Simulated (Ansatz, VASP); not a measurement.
In3SbTe2 in VASP and in Ansatz

```xyz
6
Lattice="4.4281 0.0000 0.0000 -2.2140 3.8348 0.0000 0.0000 0.0000 10.7564" Properties=species:S:1:pos:R:3 pbc="T T T"
In    0.0000    0.0000    5.3782
In    0.0000    2.5566    1.6880
In    2.2140    1.2783    9.0685
Sb    0.0000    0.0000    0.0000
Te    0.0000    2.5566    7.2250
Te    2.2140    1.2783    3.5315
```

Alike in both runs: task relaxation of cell and atoms; functional PBE; k mesh 12 × 12 × 4; occupations gaussian, width 0.1 eV; no spin polarisation.

|  | VASP | Ansatz |
| --- | --- | --- |
| version | VASP 6.6.1 | Ansatz 0.2.0 |
| potentials or method | VASP PAW PBE potentials, release 64 (In_d, Sb, Te), cutoff 600 eV | scalar-relativistic, plane waves, PAW |
| valence electrons in the cell | 56 | 86 |

```tsv
	VASP	Ansatz	Ansatz less VASP
gap on the k mesh at the Fermi level, each at its own relaxed structure (eV)	none	none	-
relaxed volume (Å³/atom)	30.24	30.25	+0.007
relaxed length of the cell vector where the two differ most in proportion (Å)	10.769	10.771	+0.0018
```

A gap of «none» marks a metal or a gap that the smearing closes. VASP's potentials hold 56 valence electrons a cell and Ansatz's 86, so a difference there can come from the potentials and not from the codes.

Spin-orbit coupling is off throughout.
